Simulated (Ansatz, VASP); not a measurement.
Cu in VASP and in Ansatz

Contents of INCAR:

```
ALGO     = Normal         # electronic algorithm
EDIFF    = 1E-6           # SCF threshold, eV
ENCUT    = 520            # plane-wave cutoff, eV
GGA      = RP             # functional
ISIF     = 2              # what is computed and relaxed
ISMEAR   = -1             # smearing method
LASPH    = T              # aspherical terms in the spheres
LCHARG   = T              # write CHGCAR
LELF     = T              # ELF
LREAL    = F              # projectors in reciprocal space
LVHAR    = T            
LWAVE    = F              # write WAVECAR
NBANDS   = 24             # bands
NELM     = 80             # most SCF steps
PREC     = Accurate       # precision mode
SIGMA    = 0.1            # smearing width, eV
```

Contents of KPOINTS:

```
k-points
0
Gamma
  10 10 14
```

The input POSCAR:

```
Cu
1.0
    4.1760077482      0.0000000000      0.0000000000
   -2.0880038741      3.6165287963      0.0000000000
    0.0000000000      0.0000000000      2.5088157406
Cu
3
Direct
    0.0000000000      0.0000000000      0.0000000000
    0.3333333333      0.6666666667      0.5000000000
    0.6666666667      0.3333333333      0.5000000000
```

Input for Ansatz:

```yaml
crystal:
  lattice:
    - [4.1760077482, 0.0, 0.0]
    - [-2.0880038741, 3.6165287963, 0.0]
    - [0.0, 0.0, 2.5088157406]
  atoms:
    - { symbol: Cu, position: [0.0, 0.0, 0.0] }
    - { symbol: Cu, position: [0.3333333333, 0.6666666667, 0.5] }
    - { symbol: Cu, position: [0.6666666667, 0.3333333333, 0.5] }
hamiltonian:
  xc: rpbe
  pseudopotentials:
    kind: paw
    azcp:
      Cu: "pseudopotentials/Cu.paw.azcp"
basis:
  ecutwfc: 420
  fft_grid_basis: typed
kpoints:
  mp_grid: { grid: [10, 10, 14], shift: [0, 0, 0] }
magnetization:
  spin_polarized: false
scf:
  occupations: { method: fermi_dirac, width: 0.1 }
  lower_state_search: "off"
output:
  stress: true
```

Alike in both runs: task single point; functional RPBE; k mesh 10 × 10 × 14; occupations fermi-dirac, width 0.1 eV; no spin polarisation.

|  | VASP | Ansatz |
| --- | --- | --- |
| version | VASP 6.6.1 | Ansatz 0.2.0 |
| potentials or method | VASP PAW PBE potentials, release 64 (Cu), cutoff 520 eV | plane waves (420 eV) with PAW, scalar-relativistic |
| valence electrons in the cell | 33 | 57 |

|  | VASP | Ansatz | Ansatz less VASP |
| --- | --- | --- | --- |
| pressure (GPa) | 0.8 | 0.0 | -0.81 |
| traceless stress, the component that is largest in VASP (GPa) | -0.32 | -0.25 | +0.068 |

VASP's potentials were made for PBE, not for RPBE. The functional is the same, so the differences come from potentials, cutoffs and numerics. VASP's potentials hold 33 valence electrons a cell and Ansatz's 57, so a difference there can come from the potentials and not from the codes.
